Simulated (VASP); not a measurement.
# TiAl2 (Cmmm) in VASP: notebook

TiAl2 is run at these levels: r2SCAN; tasks: single point.

Program: VASP 6.6.1. These are calculated values, not measurements. Logs are shortened: lines on timing, memory, paths and dates and some standing lists are left out, and cuts for length are marked.

**1. The cell of the first run**

The structure is orthorhombic, space group Cmmm (No. 65). The conventional cell has a = 3.887 Å, b = 11.996 Å, c = 3.965 Å, α = 90.00°, β = 90.00°, γ = 90.00°. Within 3.6 Å of Ti (site symmetry m2m) lie 10 Al at 2.70 to 2.85 Å and 2 Ti at 2.96 Å. Al (site symmetry mmm) has 4 Ti at 2.70 Å and 8 Al at 2.78 to 2.86 Å within 3.6 Å. Al (site symmetry m2m) has 6 Al at 2.69 to 2.86 Å and 6 Ti at 2.78 to 2.85 Å within 3.6 Å. Within 3.6 Å of Al (site symmetry mmm) lie 4 Ti at 2.73 Å and 8 Al at 2.78 to 2.84 Å.

**2. Single point, r2SCAN**

POSCAR reads:

```
TiAl2
1.0
    1.9432981900     -5.9980621300      0.0000000000
    1.9432981900      5.9980621300      0.0000000000
    0.0000000000      0.0000000000      3.9650237900
Ti Al
2 4
Direct
    0.6566706701      0.3433293299      0.0000000000
    0.3433293299      0.6566706701      0.0000000000
    0.0000000000      0.0000000000      0.0000000000
    0.8278000882      0.1721999118      0.5000000000
    0.1721999118      0.8278000882      0.5000000000
    0.5000000000      0.5000000000      0.5000000000
```

INCAR.step1 reads:

```
PREC = Accurate
ENCUT = 520
ISMEAR = -1
SIGMA = 0.1
LREAL = F
LASPH = T
NELM = 60
NBANDS = 27
GGA = PE
ALGO = Normal
EDIFF = 1E-4
LWAVE = T
LCHARG = F
```

INCAR.step2 reads:

```
PREC = Accurate
ENCUT = 520
EDIFF = 1E-6
ISMEAR = -1
SIGMA = 0.1
LREAL = F
LASPH = T
NELM = 60
ALGO = Normal
ISIF = 2
LWAVE = F
LCHARG = F
METAGGA = R2SCAN
LMIXTAU = T
NBANDS = 27
ISTART = 1
```

KPOINTS reads:

```
regular mesh
0
Gamma
  8 8 8
```

Potentials or basis: VASP PAW PBE potentials, release 64 (Ti_sv, Al).

On the command line:

```
$ cat potpaw_PBE.64/Ti_sv/POTCAR potpaw_PBE.64/Al/POTCAR > POTCAR
$ cp INCAR.step1 INCAR
$ mpirun -np 1 vasp_std > vasp.out
$ cp INCAR.step2 INCAR
$ mpirun -np 1 vasp_std > vasp.out
```

OUTCAR:

```text
PREC = Accurate
   ENCUT = 520
   EDIFF = 1E-6
   ISMEAR = -1
   LREAL = F
   LASPH = T
   NELM = 60
   ISIF = 2
   METAGGA = R2SCAN
   ISTART = 1

 ion  position               nearest neighbor table
   1  0.657  0.343  0.000-   3 2.70   3 2.70   6 2.73   6 2.73   5 2.78   5 2.78   5 2.78   5 2.78
                             4 2.85   4 2.85
   2  0.343  0.657  0.000-   3 2.70   3 2.70   6 2.73   6 2.73   4 2.78   4 2.78   4 2.78   4 2.78
                             5 2.85   5 2.85
   3  0.000  0.000  0.000-   1 2.70   2 2.70   1 2.70   2 2.70   6 2.78   6 2.78   6 2.78   6 2.78
                             4 2.86   4 2.86   5 2.86   5 2.86
   4  0.828  0.172  0.500-   5 2.69   5 2.69   2 2.78   2 2.78   2 2.78   2 2.78   6 2.84   6 2.84
                             1 2.85   1 2.85   3 2.86   3 2.86
   5  0.172  0.828  0.500-   4 2.69   4 2.69   1 2.78   1 2.78   1 2.78   1 2.78   6 2.84   6 2.84
                             2 2.85   2 2.85   3 2.86   3 2.86
   6  0.500  0.500  0.500-   1 2.73   2 2.73   1 2.73   2 2.73   3 2.78   3 2.78   3 2.78   3 2.78
                             5 2.84   4 2.84   5 2.84   4 2.84

  LATTYP: Found a base centered orthorhombic cell.
 ALAT       =     3.8865963800
 B/A-ratio  =     3.0865371876
 C/A-ratio  =     1.0201789438

  Lattice vectors:

 A1 = (   1.9432981900,  -5.9980621300,   0.0000000000)
 A2 = (   1.9432981900,   5.9980621300,   0.0000000000)
 A3 = (   0.0000000000,   0.0000000000,   3.9650237900)

Analysis of symmetry for initial positions (statically):
=====================================================================
 Subroutine PRICEL returns:
 Original cell was already a primitive cell.

 Routine SETGRP: Setting up the symmetry group for a
 base centered orthorhombic supercell.

 Subroutine GETGRP returns: Found  8 space group operations
 (whereof  8 operations were pure point group operations)
 out of a pool of  8 trial point group operations.

The static configuration has the point symmetry D_2h.

Analysis of symmetry for dynamics (positions and initial velocities):
=====================================================================
 Subroutine PRICEL returns:
 Original cell was already a primitive cell.

 Routine SETGRP: Setting up the symmetry group for a
 base centered orthorhombic supercell.

 Subroutine GETGRP returns: Found  8 space group operations
 (whereof  8 operations were pure point group operations)
 out of a pool of  8 trial point group operations.

The dynamic configuration has the point symmetry D_2h.

 Subroutine INISYM returns: Found  8 space group operations
 (whereof  8 operations are pure point group operations),
 and found     1 'primitive' translations

----------------------------------------------------------------------------------------

                                     Primitive cell

  volume of cell :      92.4328

  direct lattice vectors                    reciprocal lattice vectors
     1.943298190 -5.998062130  0.000000000     0.257294533 -0.083360257  0.000000000
     1.943298190  5.998062130  0.000000000     0.257294533  0.083360257  0.000000000
     0.000000000  0.000000000  3.965023790     0.000000000  0.000000000  0.252205296

  length of vectors
     6.305010481  6.305010481  3.965023790     0.270461474  0.270461474  0.252205296

  position of ions in fractional coordinates (direct lattice)
     0.656670670  0.343329330  0.000000000
     0.343329330  0.656670670  0.000000000
     0.000000000  0.000000000  0.000000000
     0.827800088  0.172199912  0.500000000
     0.172199912  0.827800088  0.500000000
     0.500000000  0.500000000  0.500000000

  ion indices of the primitive-cell ions
   primitive index   ion index
                 1           1
                 2           2
                 3           3
                 4           4
                 5           5
                 6           6

----------------------------------------------------------------------------------------

 KPOINTS: regular mesh

Automatic generation of k-mesh.
 Grid dimensions read from file:
 generate k-points for:    8    8    8

 Generating k-lattice:

  Cartesian coordinates                     Fractional coordinates (reciprocal lattice)
     0.032161817 -0.010420032  0.000000000     0.125000000  0.000000000  0.000000000
     0.032161817  0.010420032  0.000000000     0.000000000  0.125000000  0.000000000
     0.000000000  0.000000000  0.031525662     0.000000000  0.000000000  0.125000000

  Length of vectors
     0.033807684  0.033807684  0.031525662

  Shift w.r.t. Gamma in fractional coordinates (k-lattice)
     0.000000000  0.000000000  0.000000000

 Subroutine IBZKPT returns following result:
 ===========================================

 Found    105 irreducible k-points:

 Following reciprocal coordinates:
            Coordinates               Weight
  0.000000  0.000000  0.000000      1.000000
  0.125000  0.000000  0.000000      4.000000
  0.250000  0.000000  0.000000      4.000000
  0.375000  0.000000  0.000000      4.000000
  0.500000  0.000000  0.000000      2.000000
  0.125000  0.125000  0.000000      2.000000
[... 16 lines left out ...]
  0.125000  0.000000  0.125000      8.000000
  0.250000  0.000000  0.125000      8.000000
 [... further k-points ...]
   k-points           NKPTS =    105   k-points in BZ     NKDIM =    105   number of bands    NBANDS=     27
   number of dos      NEDOS =    301   number of ions     NIONS =      6
   total plane-waves  NPLWV =  69120
   dimension x,y,z NGX =    48 NGY =   48 NGZ =   30
   dimension x,y,z NGXF=    96 NGYF=   96 NGZF=   60
   ions per type =               2   4
   NGX,Y,Z   is equivalent  to a cutoff of  12.66, 12.66, 12.58 a.u.
   NGXF,Y,Z  is equivalent  to a cutoff of  25.31, 25.31, 25.16 a.u.
 SYSTEM =  unknown system
   PREC   = accura    normal or accurate (medium, high low for compatibility)
   ISTART =      1    job   : 0-new  1-cont  2-samecut
   ICHARG =      0    charge: 1-file 2-atom 10-const
   ISPIN  =      1    spin polarized calculation?
   LNONCOLLINEAR =      F non collinear calculations
   LSORBIT =      F    spin-orbit coupling
   LASPH  =      T    aspherical Exc in radial PAW
   ENCUT  =  520.0 eV  38.22 Ry    6.18 a.u.  11.72 11.72  7.37*2*pi/ulx,y,z
   NELM   =     60;   NELMIN=  2; NELMDL=  0     # of ELM steps
   EDIFF  = 0.1E-05   stopping-criterion for ELM
   LREAL  =      F    real-space projection
   EDIFFG = 0.1E-04   stopping-criterion for IOM
   NSW    =      0    number of steps for IOM
   IBRION =     -1    ionic relax: 0-MD 1-quasi-New 2-CG
   NFREE  =      0    steps in history (QN), initial steepest desc. (CG)
   ISIF   =      2    stress and relaxation
   ISYM   =      2    0-nonsym 1-usesym 2-fastsym
   POTIM  = 0.5000    time-step for ionic-motion
   TEBEG  =    0.0;   TEEND  =   0.0 temperature during run
   PSTRESS=    0.0 pullay stress
   NELECT =      36.0000    total number of electrons
   NUPDOWN=      -1.0000    fix difference up-down
   EMIN   =  10.00;   EMAX   =-10.00  energy-range for DOS
   EFERMI =   0.00;   METHOD = LEGACY
   ISMEAR =    -1;   SIGMA  =   0.10  broadening in eV -4-tet -1-fermi 0-gaus
   EFERMI_NEDOS =   21; number of points for ismear=-14 and -15
   IALGO  =     38    algorithm
   IMIX   =      4    mixing-type and parameters
     AMIX     =   0.40;   BMIX     =  1.00
     AMIX_MAG =   1.60;   BMIX_MAG =  1.00
  volume/ion in A,a.u.               =      15.41       103.96
  Fermi-wavevector in a.u.,A,eV,Ry     =   1.195548  2.259258 19.447276  1.429334
  Thomas-Fermi vector in A             =   2.331510
   LORBIT       =      0    0 simple, 1 ext, 2 COOP (PROOUT), +10 PAW based schemes
   METAGGA = R2SCAN    functional components
   LHFCALC =     F    Hartree Fock is set to
   AEXX    =    0.0000 exact exchange contribution
   IVDW    =     0    specifies the selected vdW correction
   LEPSILON=     F    determine dielectric tensor
   LRPA    =     F    only Hartree local field effects (RPA)
 non-spin polarized calculation
  energy-cutoff  :      520.00
  volume of cell :       92.43
 maximum number of plane-waves:      2515
   NGX = 23   NGY = 23   NGZ = 15

 number of electron      35.9999992 magnetization

 Free energy of the ion-electron system (eV)
  ---------------------------------------------------
  ext. energy  EPLUGINS =         0.00000000
  ---------------------------------------------------
  free energy    TOTEN  =       -55.71947282 eV

  energy without entropy =      -55.64204446  energy(sigma->0) =      -55.68075864

 E-fermi :   8.8912     XC(G=0): -11.7664

 val. band max:        8.8866509920   @ k =   0.3750   0.1250   0.2500
 cond. band min:       8.8939423056   @ k =   0.0000   0.0000   0.1250
 fundamental gap:      0.0072913136
 Fermi energy:         8.8911607875

 k-point     1 :       0.0000    0.0000    0.0000
  band No.  band energies     occupation
      1     -50.1304      2.00000
      2     -50.0949      2.00000
      3     -25.4657      2.00000
      4     -25.4266      2.00000
      5     -25.4174      2.00000
      6     -25.3885      2.00000
[... 19 lines left out ...]
     26      12.9188      0.00000
     27      13.1193      0.00000

 k-point     2 :       0.1250    0.0000    0.0000
  band No.  band energies     occupation
      1     -50.1288      2.00000
      2     -50.0961      2.00000
      3     -25.4639      2.00000
      4     -25.4278      2.00000
      5     -25.4182      2.00000
      6     -25.3950      2.00000
[... 19 lines left out ...]
     26      13.1993      0.00000
     27      13.7052      0.00000

 k-point     3 :       0.2500    0.0000    0.0000
  band No.  band energies     occupation
      1     -50.1246      2.00000
      2     -50.0995      2.00000
      3     -25.4590      2.00000
      4     -25.4313      2.00000
      5     -25.4217      2.00000
      6     -25.4093      2.00000
[... 594 lines left out ...]
      1     -50.1287      2.00000
      2     -50.0960      2.00000
      3     -25.4673      2.00000
      4     -25.4305      2.00000
      5     -25.4177      2.00000
      6     -25.3947      2.00000
[... 19 lines left out ...]
     26      13.1596      0.00000
     27      13.9119      0.00000

 k-point    24 :       0.2500    0.0000    0.1250
  band No.  band energies     occupation
      1     -50.1245      2.00000
      2     -50.0994      2.00000
      3     -25.4623      2.00000
      4     -25.4341      2.00000
      5     -25.4213      2.00000
      6     -25.4089      2.00000
[... 19 lines left out ...]
     26      13.3073      0.00000
     27      13.5870      0.00000

 [... further k-points ...]

------------------------ aborting loop because EDIFF is reached ----------------------------------------

  FORCE on cell =-STRESS in cart. coord.  units (eV):
  Direction    XX          YY          ZZ          XY          YZ          ZX
  --------------------------------------------------------------------------------------
  -------------------------------------------------------------------------------------
  Total        1.4515176      1.4249886      1.3326650      0.0000000      0.0000000      0.0000000
  in kB       25.1597705     24.6999329     23.0996482      0.0000000      0.0000000      0.0000000
  external PRESSURE =      24.3197838 kB  Pullay stress =       0.0000000 kB

 VOLUME and BASIS-vectors are now :
 -----------------------------------------------------------------------------
  energy-cutoff  :      520.00
  volume of cell :       92.43
      direct lattice vectors                 reciprocal lattice vectors
     1.943298190 -5.998062130  0.000000000     0.257294533 -0.083360257  0.000000000
     1.943298190  5.998062130  0.000000000     0.257294533  0.083360257  0.000000000
     0.000000000  0.000000000  3.965023790     0.000000000  0.000000000  0.252205296

 POSITION                                       TOTAL-FORCE (eV/Angst)
 -----------------------------------------------------------------------------------
      1.94330     -1.87944      0.00000        -0.000000      0.009532      0.000000
      1.94330      1.87944      0.00000        -0.000000     -0.009532      0.000000
      0.00000      0.00000      0.00000        -0.000000      0.000000      0.000000
      1.94330     -3.93233      1.98251        -0.000000     -0.004202      0.000000
      1.94330      3.93233      1.98251        -0.000000      0.004202     -0.000000
      1.94330      0.00000      1.98251         0.000000      0.000000      0.000000
 -----------------------------------------------------------------------------------
    total drift:                                0.000000     -0.000000     -0.000000

  FREE ENERGIE OF THE ION-ELECTRON SYSTEM (eV)
  ---------------------------------------------------
  free  energy   TOTEN  =       -55.7194728171 eV

  energy  without entropy=      -55.6420444557  energy(sigma->0) =      -55.68075864
```

It took 12 min on 1 thread of Intel Xeon Platinum 8488C (Sapphire Rapids), shared host; peak memory 0.42 GiB.

Results:

- Free energy: -55.7195 eV
- Pressure: 2.4 GPa
- Largest force: 0.010 eV/Å
- Band gap on the k mesh: zero (bands 18 and 19 overlap by 1.86 eV)

Forces on the atoms (eV/Å):
```
Ti   0.000  0.010  0.000
Ti   0.000 -0.010  0.000
Al   0.000  0.000  0.000
Al   0.000 -0.004  0.000
Al   0.000  0.004  0.000
Al   0.000  0.000  0.000
```

Caveat: the PAW data sets were made with another functional, which shifts forces and pressure a little.

[end of part 1 of 3]
